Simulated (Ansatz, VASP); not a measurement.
Two plane-wave programs on CoO

```
Co O
1.0
     1.50547    0.86918    2.43993
    -1.50547    0.86918    2.43993
     0.00000   -1.73837    2.43993
Co O
1 1
Direct
  0.00000 0.00000 0.00000
  0.50000 0.50000 0.50000
```

Alike in both runs: task single point; functional PBEsol; k mesh 1 × 1 × 1; occupations gaussian, width 0.1 eV; collinear spin.

|  | VASP | Ansatz |
| --- | --- | --- |
| version | VASP 6.6.1 | Ansatz 0.2.0 |
| potentials or method | VASP PAW PBE potentials, release 64 (Co_sv, O), cutoff 600 eV | scalar-relativistic, plane waves, PAW |
| valence electrons in the cell | 23 | 23 |

Ansatz gave:

| Quantity | Value |
| --- | --- |
| gap on the k mesh at the Fermi level (eV) | 0.17 |
| least direct gap on the mesh (eV) | 0.17 |
| pressure (GPa) | 16.0 |
| traceless stress, the component that is largest in VASP (GPa) | -35.21 |
| net moment per atom (μB) | 1.50 |
| size of the moment on the site where the two differ most (μB) | 0.79 |

What did VASP give for the same quantities?

gap on the k mesh at the Fermi level (eV): 0.17; least direct gap on the mesh (eV): 0.17; pressure (GPa): 12.2; traceless stress, the component that is largest in VASP (GPa): -34.99; net moment per atom (μB): 1.50; size of the moment on the site where the two differ most (μB): 0.68.

VASP's potentials were made for PBE, not for PBEsol. Site moments also hang on the region over which each program counts them. The functional is the same, so the differences come from potentials, cutoffs and numerics. Ansatz's warnings: stability check not made.

The k mesh is coarse, so the values compare programs but aren't converged.
